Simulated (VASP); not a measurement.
Runs of VASP 6.6.1 on SiC. The structure is that of space group F-43m (No. 216), or close to it. The cells are those of the table. 

```tsv
level	cell	k mesh	gap on the mesh (eV)	pressure (GPa)
PBE	a = 3.097 Å, angles 60.0°, 2 atoms	10 × 10 × 10	1.37	0.0
r2SCAN	a = 3.039 Å, angles 60.0°, 2 atoms	12 × 12 × 12	1.70	9.8
PBEsol	a = 3.081 Å, angles 60.0°, 2 atoms	10 × 10 × 10	1.23	0.3
r2SCAN	a = 3.018 Å, angles 60.0°, 2 atoms	12 × 12 × 12	1.68	15.5
r2SCAN	a = 3.060 Å, angles 60.0°, 2 atoms	12 × 12 × 12	1.71	(a)
r2SCAN	a = 3.101 Å, angles 60.0°, 2 atoms	12 × 12 × 12	1.74	-4.5
r2SCAN	a = 3.141 Å, angles 60.0°, 2 atoms	12 × 12 × 12	(b)	-12.0
r2SCAN	a = 3.081 Å, angles 60.0°, 2 atoms	12 × 12 × 12	1.72	-0.2
```

Alike in all rows: task single point; potentials or basis VASP PAW PBE potentials, release 64 (Si, C); no spin polarisation; cutoff (eV) 520; smearing fermi-dirac 0.02 eV.

Q: Fill in the values left out.

A: (a) 4.5; (b) 1.76.

Caveats: the PAW data sets were made with another functional, which shifts forces and pressure a little (at least some runs); the cell stands under pressure (at least some runs); the cell stands under tension (at least some runs).

A k mesh can miss the band edges.
